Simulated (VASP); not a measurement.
**CsO: single point with LDA**

The system is CsO.

```
Cs O
1.0
    -2.05295    3.05425    3.75850
     2.05295   -3.05425    3.75850
     2.05295    3.05425   -3.75850
Cs O
2 2
Direct
  0.25000 0.25000 0.00000
  0.75000 0.75000 0.00000
  0.62000 0.00000 0.62000
  0.38000 0.00000 0.38000
```

This cell differs from its parent crystal: strain -0.050 along x and y, +0.000 along z.

```
Program                : VASP 6.6.1
Task                   : single point
Functional             : LDA
Potentials or basis    : VASP PAW LDA potentials, release 64 (Cs_sv, O)
Cutoff                 : 520 eV
k mesh                 : 8 × 8 × 8
Occupations            : gaussian, width 0.05 eV
Spin                   : no spin polarisation
Dipole correction      : no
Further INCAR settings : ALGO = Normal; EDIFF = 1e-06; NBANDS = 23
```

| Quantity | Value |
| --- | --- |
| Pressure | 0.3 GPa |
| Largest force | 0.205 eV/Å |
| Band gap on the k mesh | 1.66 eV (least direct gap 1.87 eV) |

Forces in eV/Å, atoms in the order of the input:
```
Cs   0.000  0.000  0.059
Cs   0.000  0.000 -0.059
O    0.000  0.205  0.000
O    0.000 -0.205  0.000
```

Stress tensor (GPa, compression positive):
```
 0.63  0.00  0.00
 0.00  1.50  0.00
 0.00  0.00 -1.18
```

Levels at points of the mesh, in eV from the valence-band top:
```tsv
k point	band 12	band 13	band 14	band 15	band 16	band 17	band 18	band 19
(0.00, 0.00, 0.00)	-4.28	-4.12	-0.85	0.00	1.87	2.17	2.65	3.76
(0.50, 0.00, 0.00)	-4.15	-4.02	-0.62	-0.59	2.47	3.46	3.86	5.49
(0.00, 0.50, 0.00)	-3.85	-3.58	-1.04	-0.43	2.84	3.58	5.13	5.51
(0.50, 0.50, 0.00)	-3.84	-3.79	-1.03	-0.92	2.63	2.97	3.47	4.27
(0.50, 0.50, 0.50)	-4.39	-3.87	-0.90	-0.53	1.66	3.59	3.82	4.04
```

Wall time 4.4 min on 1 thread of Intel Xeon 8259CL, with other jobs on the host, peak memory 0.32 GiB.

Caveat: the cell differs from its parent crystal (strain -0.050 along x and y, +0.000 along z); spin-orbit coupling is left out, which moves the levels of the heavy elements. A k mesh can miss the band edges.
